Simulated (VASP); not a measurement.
Here is a VASP 6.6.1 calculation.

INCAR

```
PREC = Accurate
ENCUT = 520
EDIFF = 1E-7
ISMEAR = -1
SIGMA = 0.05
LREAL = False
LASPH = True
NELM = 100
ALGO = Fast
ISIF = 2
LWAVE = False
LCHARG = False
GGA = PE
NBANDS = 13
```

Contents of KPOINTS:

```
regular mesh
0
Gamma
  10 10 10
```

File POSCAR:

```
Mo
1.0
   -1.5838089719      1.5838089719      1.5679708822
    1.5838089719     -1.5838089719      1.5679708822
    1.5838089719      1.5838089719     -1.5679708822
Mo
1
Direct
    0.0000000000      0.0000000000      0.0000000000
```

Potentials or basis: VASP PAW PBE potentials, release 64 (Mo_sv).

Run with:

```bash
$ cat potpaw_PBE.64/Mo_sv/POTCAR > POTCAR
$ mpirun -np 1 vasp_std > vasp.out
```

(1) Estimate the band gap on the k mesh.

(2) Estimate the pressure.

Answers

(1) zero (band 7 reaches 16.44 eV, above the bottom of band 8 at 11.19 eV).

(2) 1.1 GPa.
